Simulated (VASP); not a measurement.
# NaCl (F-43m) in VASP: G0W0 quasiparticle levels with r2SCAN

Aim: the G0W0 quasiparticle levels of NaCl with r2SCAN.

All numbers are computed with VASP 6.6.1; they aren't measurements. Logs are shortened: lines on timing, memory, paths and dates and some standing lists are left out, and cuts for length are marked.

## 1. The cell of the first run

The structure is cubic, space group F-43m (No. 216). The conventional cell has a = 6.175 Å, b = 6.175 Å, c = 6.175 Å, α = 90.00°, β = 90.00°, γ = 90.00°. Na (site symmetry -43m) has 4 Cl at 2.67 Å within 3.5 Å. Cl (site symmetry -43m) has 4 Na at 2.67 Å within 3.5 Å.

## 2. G0W0 quasiparticle levels, r2SCAN

POSCAR reads:

```
NaCl
1.0
    0.0000000000      3.0872727924      3.0872727924
    3.0872727924      0.0000000000      3.0872727924
    3.0872727924      3.0872727924      0.0000000000
Na Cl
1 1
Direct
    0.0000000000      0.0000000000      0.0000000000
    0.2500000000      0.2500000000      0.2500000000
```

INCAR.step1 reads:

```
SYSTEM = NaCl
PREC     = Accurate       ! precision mode
ENCUT    = 500            ! plane-wave cutoff, eV
EDIFF    = 1E-8           ! SCF threshold, eV
ISMEAR   = 0              ! smearing method
SIGMA    = 0.01           ! smearing width, eV
LREAL    = .FALSE.        ! projectors in reciprocal space
LASPH    = .TRUE.         ! aspherical terms in the spheres
NELM     = 100            ! most SCF steps
ALGO     = Normal         ! electronic algorithm
LWAVE    = .TRUE.         ! write WAVECAR
LCHARG   = .FALSE.        ! write CHGCAR
METAGGA  = R2SCAN         ! meta-GGA
LMIXTAU  = .TRUE.
```

INCAR.step2 reads:

```
SYSTEM = NaCl
PREC     = Accurate       ! precision mode
ENCUT    = 500            ! plane-wave cutoff, eV
EDIFF    = 1E-8           ! SCF threshold, eV
ISMEAR   = 0              ! smearing method
SIGMA    = 0.01           ! smearing width, eV
LREAL    = .FALSE.        ! projectors in reciprocal space
LASPH    = .TRUE.         ! aspherical terms in the spheres
NELM     = 1              ! most SCF steps
ALGO     = Exact          ! electronic algorithm
LWAVE    = .TRUE.         ! write WAVECAR
LCHARG   = .FALSE.        ! write CHGCAR
METAGGA  = R2SCAN         ! meta-GGA
LMIXTAU  = .TRUE.       
NBANDS   = 229            ! bands
LOPTICS  = .TRUE.         ! frequency-dependent dielectric function
ISTART   = 1
```

INCAR.step3 reads:

```
SYSTEM = NaCl
PREC     = Accurate       ! precision mode
ENCUT    = 500            ! plane-wave cutoff, eV
EDIFF    = 1E-8           ! SCF threshold, eV
ISMEAR   = 0              ! smearing method
SIGMA    = 0.01           ! smearing width, eV
LREAL    = .FALSE.        ! projectors in reciprocal space
LASPH    = .TRUE.         ! aspherical terms in the spheres
ALGO     = EVGW0          ! electronic algorithm
LWAVE    = .FALSE.        ! write WAVECAR
LCHARG   = .FALSE.        ! write CHGCAR
METAGGA  = R2SCAN         ! meta-GGA
LMIXTAU  = .TRUE.       
NELMGW   = 1            
NBANDS   = 229            ! bands
ENCUTGW  = 140.0          ! cutoff of the response function
NOMEGA   = 96             ! frequency points
PRECFOCK = Fast         
ISTART   = 1            
NBANDSGW = 16           
OMEGAMAX = 30
```

KPOINTS reads:

```
regular mesh
0
G
  4 4 4
  0 0 0
```

Potentials or basis: VASP PAW PBE potentials, release 64 (Na_sv_GW, Cl_GW).

Run with:

```sh
> cat potpaw_PBE.64/Na_sv_GW/POTCAR potpaw_PBE.64/Cl_GW/POTCAR > POTCAR
> cp INCAR.step1 INCAR
> mpirun -np 1 vasp_std > vasp.out
> cp INCAR.step2 INCAR
> mpirun -np 1 vasp_std > vasp.out
> cp INCAR.step3 INCAR
> mpirun -np 1 vasp_std > vasp.out
```

OUTCAR:

```text
SYSTEM = NaCl
   PREC = Accurate
   ENCUT = 500
   EDIFF = 1E-8
   ISMEAR = 0
   LREAL = .FALSE.
   LASPH = .TRUE.
   METAGGA = R2SCAN
   NELMGW = 1
   ENCUTGW = 140.0
   PRECFOCK = Fast
   ISTART = 1

 ion  position               nearest neighbor table
   1  0.000  0.000  0.000-
   2  0.250  0.250  0.250-

  LATTYP: Found a face centered cubic cell.
 ALAT       =     6.1745455848

  Lattice vectors:

 A1 = (   0.0000000000,   3.0872727924,   3.0872727924)
 A2 = (   3.0872727924,   0.0000000000,   3.0872727924)
 A3 = (   3.0872727924,   3.0872727924,   0.0000000000)

Analysis of symmetry for initial positions (statically):
=====================================================================
 Subroutine PRICEL returns:
 Original cell was already a primitive cell.

 Routine SETGRP: Setting up the symmetry group for a
 face centered cubic supercell.

 Subroutine GETGRP returns: Found 24 space group operations
 (whereof 24 operations were pure point group operations)
 out of a pool of 48 trial point group operations.

The static configuration has the point symmetry T_d .

Analysis of symmetry for dynamics (positions and initial velocities):
=====================================================================
 Subroutine PRICEL returns:
 Original cell was already a primitive cell.

 Routine SETGRP: Setting up the symmetry group for a
 face centered cubic supercell.

 Subroutine GETGRP returns: Found 24 space group operations
 (whereof 24 operations were pure point group operations)
 out of a pool of 48 trial point group operations.

The dynamic configuration has the point symmetry T_d .

 Subroutine INISYM returns: Found 24 space group operations
 (whereof 24 operations are pure point group operations),
 and found     1 'primitive' translations

----------------------------------------------------------------------------------------

                                     Primitive cell

  volume of cell :      58.8512

  direct lattice vectors                    reciprocal lattice vectors
     0.000000000  3.087272792  3.087272792    -0.161955238  0.161955238  0.161955238
     3.087272792  0.000000000  3.087272792     0.161955238 -0.161955238  0.161955238
     3.087272792  3.087272792  0.000000000     0.161955238  0.161955238 -0.161955238

  length of vectors
     4.366063054  4.366063054  4.366063054     0.280514701  0.280514701  0.280514701

  position of ions in fractional coordinates (direct lattice)
     0.000000000  0.000000000  0.000000000
     0.250000000  0.250000000  0.250000000

  ion indices of the primitive-cell ions
   primitive index   ion index
                 1           1
                 2           2

----------------------------------------------------------------------------------------

 KPOINTS: regular mesh

Automatic generation of k-mesh.
 Grid dimensions read from file:
 generate k-points for:    4    4    4

 Generating k-lattice:

  Cartesian coordinates                     Fractional coordinates (reciprocal lattice)
    -0.040488810  0.040488810  0.040488810     0.250000000  0.000000000  0.000000000
     0.040488810 -0.040488810  0.040488810     0.000000000  0.250000000  0.000000000
     0.040488810  0.040488810 -0.040488810     0.000000000  0.000000000  0.250000000

  Length of vectors
     0.070128675  0.070128675  0.070128675

  Shift w.r.t. Gamma in fractional coordinates (k-lattice)
     0.000000000  0.000000000  0.000000000

 Subroutine IBZKPT returns following result:
 ===========================================

 Found      8 irreducible k-points:

 Following reciprocal coordinates:
            Coordinates               Weight
  0.000000  0.000000  0.000000      1.000000
  0.250000  0.000000  0.000000      8.000000
  0.500000  0.000000  0.000000      4.000000
  0.250000  0.250000  0.000000      6.000000
  0.500000  0.250000  0.000000     24.000000
 -0.250000  0.250000  0.000000     12.000000
  0.500000  0.500000  0.000000      3.000000
 -0.250000  0.500000  0.250000      6.000000
   k-points           NKPTS =      8   k-points in BZ     NKDIM =     64   number of bands    NBANDS=    229
   number of dos      NEDOS =    301   number of ions     NIONS =      2
   total plane-waves  NPLWV =  32768
   dimension x,y,z NGX =    32 NGY =   32 NGZ =   32
   dimension x,y,z NGXF=    64 NGYF=   64 NGZF=   64
   ions per type =               1   1
   NGX,Y,Z   is equivalent  to a cutoff of  12.18, 12.18, 12.18 a.u.
   NGXF,Y,Z  is equivalent  to a cutoff of  24.37, 24.37, 24.37 a.u.
 SYSTEM =  NaCl
   PREC   = accura    normal or accurate (medium, high low for compatibility)
   ISTART =      1    job   : 0-new  1-cont  2-samecut
   ICHARG =      0    charge: 1-file 2-atom 10-const
   ISPIN  =      1    spin polarized calculation?
   LNONCOLLINEAR =      F non collinear calculations
   LSORBIT =      F    spin-orbit coupling
   LASPH  =      T    aspherical Exc in radial PAW
   ENCUT  =  500.0 eV  36.75 Ry    6.06 a.u.   7.96  7.96  7.96*2*pi/ulx,y,z
   NELM   =     60;   NELMIN=  2; NELMDL=  0     # of ELM steps
   EDIFF  = 0.1E-07   stopping-criterion for ELM
   LREAL  =      F    real-space projection
   EDIFFG = 0.1E-06   stopping-criterion for IOM
   NSW    =      0    number of steps for IOM
   IBRION =     -1    ionic relax: 0-MD 1-quasi-New 2-CG
   NFREE  =      0    steps in history (QN), initial steepest desc. (CG)
   ISIF   =      0    stress and relaxation
   ISYM   =      3    0-nonsym 1-usesym 2-fastsym
   POTIM  = 0.5000    time-step for ionic-motion
   TEBEG  =    0.0;   TEEND  =   0.0 temperature during run
   PSTRESS=    0.0 pullay stress
   NELECT =      16.0000    total number of electrons
   NUPDOWN=      -1.0000    fix difference up-down
   EMIN   =  10.00;   EMAX   =-10.00  energy-range for DOS
   EFERMI =   0.00;   METHOD = LEGACY
   ISMEAR =     0;   SIGMA  =   0.01  broadening in eV -4-tet -1-fermi 0-gaus
   EFERMI_NEDOS =   21; number of points for ismear=-14 and -15
   IALGO  =     38    algorithm
   IMIX   =      4    mixing-type and parameters
     AMIX     =   0.40;   BMIX     =  1.00
     AMIX_MAG =   1.60;   BMIX_MAG =  1.00
  volume/ion in A,a.u.               =      29.43       198.57
  Fermi-wavevector in a.u.,A,eV,Ry     =   1.060547  2.004143 15.303281  1.124759
  Thomas-Fermi vector in A             =   2.195932
   LORBIT       =      0    0 simple, 1 ext, 2 COOP (PROOUT), +10 PAW based schemes
   METAGGA = R2SCAN    functional components
   LHFCALC =     T    Hartree Fock is set to
   PRECFOCK=fast      Normal, Fast or Accurate (Low or Medium for compatibility)
   ENCUT4O =  -1.0   cutoff for four orbital integrals eV
   NKREDX  =     1    reduce k-point grid by
   NKREDY  =     1    reduce k-point grid by
   NKREDZ  =     1    reduce k-point grid by
   AEXX    =    1.0000 exact exchange contribution
   HFSCREEN=    0.0000 screening length (either q_TF or 0.3 A-1)
   HFSCREENC=   0.0000 screening length for correlation (either q_TF or 0.3 A-1)
   ENCUTFOCK=  -1.0 apply spherical cutoff to Coloumb kernel
   IVDW    =     0    specifies the selected vdW correction
   LEPSILON=     F    determine dielectric tensor
   LRPA    =     F    only Hartree local field effects (RPA)
   LRPAFORCE           =     F    calculate RPA forces
   ENCUTGW             = 140.0    cutoff for response function in eV
   ENCUTGWSOFT         = 112.0    soft cutoff for Coulomb kernel in GW response function in eV
   ENCUTLF             =  -1.0    cutoff for local field effects
   NELMGW              =     1    number of iterations in solving QP/BSE equation
   NELMHF              =     1    number of iterations in the inner HF iteration
   NKREDLFX            =     1    NKREDLFY  =   1   NKREDLFZ  =   1
 non-spin polarized calculation
 Gauss-broadening in eV      SIGMA  =   0.01
  energy-cutoff  :      500.00
  volume of cell :       58.85
 maximum number of plane-waves:      1524
  NGX = 18; NGY = 18; NGZ = 18
   NGX = 15   NGY = 15   NGZ = 15
 maximum number of plane-waves:       229
 NGX is ok and might be reduce to    18

 QP shifts <psi_nk| G(iteration)W_0 |psi_nk>: iteration 1
 for sc-GW calculations column KS-energies equals QP-energies in previous step
 and V_xc(KS)=  KS-energies - (<T + V_ion + V_H > + <T+V_H+V_ion>^1  + <V_x>^1)

 k-point   1 :       0.0000    0.0000    0.0000
  band No.  KS-energies  QP-energies   sigma(KS)   V_xc(KS)     V^pw_x(r,r')   Z            occupation Imag(sigma)

      1     -53.8094     -61.6380     -41.9877     -32.2097     -49.3074       0.8006       2.0000       0.2616
      2     -24.2580     -29.5889     -36.1523     -29.7163     -41.4581       0.8283       2.0000       0.0648
      3     -24.2580     -29.5889     -36.1523     -29.7163     -41.4581       0.8283       2.0000       0.0648
      4     -24.2580     -29.5889     -36.1523     -29.7163     -41.4581       0.8283       2.0000       0.0648
      5     -15.6826     -16.5964     -17.3576     -16.0879     -24.3012       0.7197       2.0000       1.2573
      6      -3.0016      -5.0393     -17.0361     -14.5252     -18.6403       0.8115       2.0000       0.0514
[... 8 lines left out ...]
     15      13.2851      13.7538      -4.2888      -4.8437      -1.2001       0.8447       0.0000      -0.2399
     16      13.2851      13.7538      -4.2888      -4.8437      -1.2001       0.8447       0.0000      -0.2399

 k-point   2 :       0.2500    0.0000    0.0000
  band No.  KS-energies  QP-energies   sigma(KS)   V_xc(KS)     V^pw_x(r,r')   Z            occupation Imag(sigma)

      1     -53.8094     -61.6491     -41.9879     -32.2099     -49.3077       0.8018       2.0000       0.2617
      2     -24.2655     -29.5601     -36.1167     -29.6858     -41.4265       0.8233       2.0000       0.0715
      3     -24.2589     -29.5881     -36.1488     -29.7135     -41.4545       0.8281       2.0000       0.0650
      4     -24.2589     -29.5881     -36.1488     -29.7135     -41.4545       0.8281       2.0000       0.0650
      5     -15.6083     -16.5186     -17.4705     -16.2085     -24.4007       0.7213       2.0000       1.2325
      6      -3.5973      -5.7160     -16.1596     -13.5419     -17.7811       0.8094       2.0000       0.0567
[... 8 lines left out ...]
     15      11.6534      12.3520      -4.4187      -5.2511      -1.4353       0.8392       0.0000      -0.1496
     16      15.7266      16.4604      -5.4823      -6.3532      -2.0183       0.8426       0.0000      -0.3436

 k-point   3 :       0.5000    0.0000    0.0000
  band No.  KS-energies  QP-energies   sigma(KS)   V_xc(KS)     V^pw_x(r,r')   Z            occupation Imag(sigma)

      1     -53.8093     -61.6997     -41.9877     -32.2102     -49.3077       0.8070       2.0000       0.2617
      2     -24.2727     -29.5460     -36.0818     -29.6561     -41.3956       0.8207       2.0000       0.0780
      3     -24.2597     -29.5852     -36.1461     -29.7107     -41.4516       0.8275       2.0000       0.0652
      4     -24.2597     -29.5852     -36.1461     -29.7107     -41.4516       0.8275       2.0000       0.0652
      5     -15.5326     -16.4341     -17.5854     -16.3326     -24.5030       0.7196       2.0000       1.2063
      6      -4.0712      -6.2653     -15.7068     -12.9830     -17.3880       0.8055       2.0000       0.0634
[... 74 lines left out ...]
      1     -53.8093     -61.6635     -41.9875     -32.2102     -49.3076       0.8033       2.0000       0.2618
      2     -24.2742     -29.5392     -36.0684     -29.6495     -41.3857       0.8202       2.0000       0.0819
      3     -24.2621     -29.5668     -36.1373     -29.7024     -41.4422       0.8244       2.0000       0.0655
      4     -24.2621     -29.5668     -36.1373     -29.7024     -41.4422       0.8244       2.0000       0.0655
      5     -15.4845     -16.3848     -17.6571     -16.4090     -24.5663       0.7214       2.0000       1.1904
      6      -3.9801      -6.1531     -15.8884     -13.1932     -17.5638       0.8062       2.0000       0.0626
[... 8 lines left out ...]
     15      13.0870      14.1779      -6.3621      -7.6429      -3.0056       0.8518       0.0000      -0.2088
     16      13.2143      15.0267      -8.4926     -10.6900      -4.9459       0.8248       0.0000      -0.1361

 k-point   8 :      -0.2500    0.5000    0.2500
  band No.  KS-energies  QP-energies   sigma(KS)   V_xc(KS)     V^pw_x(r,r')   Z            occupation Imag(sigma)

      1     -53.8092     -61.7053     -41.9876     -32.2103     -49.3077       0.8076       2.0000       0.2618
      2     -24.2724     -29.5422     -36.0769     -29.6561     -41.3946       0.8207       2.0000       0.0817
      3     -24.2628     -29.5630     -36.1349     -29.6992     -41.4397       0.8236       2.0000       0.0655
      4     -24.2628     -29.5630     -36.1349     -29.6992     -41.4397       0.8236       2.0000       0.0655
      5     -15.4840     -16.3857     -17.6580     -16.4096     -24.5666       0.7223       2.0000       1.1906
      6      -3.6894      -5.8098     -16.2664     -13.6404     -17.9131       0.8075       2.0000       0.0586
[... 8 lines left out ...]
     15      13.0194      14.4933      -7.1992      -8.9530      -3.7968       0.8404       0.0000      -0.1705
     16      13.2203      15.0398      -8.4898     -10.6960      -4.9466       0.8247       0.0000      -0.1314
```

Wall time 4.2 min (1 thread of Intel Xeon 6975P-C (Granite Rapids), shared host); peak memory 0.7 GiB.

What came out:

| Property | Result |
| --- | --- |
| Quasiparticle gap | 8.35 eV |
| Least direct quasiparticle gap | 8.35 eV |
| Band gap of the starting levels on the mesh | 5.46 eV |
| Least direct gap of the starting levels on the mesh | 5.46 eV |

Caveat: the k points lie up to 0.44 Å⁻¹ apart; bands, screening cutoff and mesh are small and nothing is extrapolated, so the quasiparticle values aren't converged; the structure was generated, so it needn't be the stable form of NaCl.
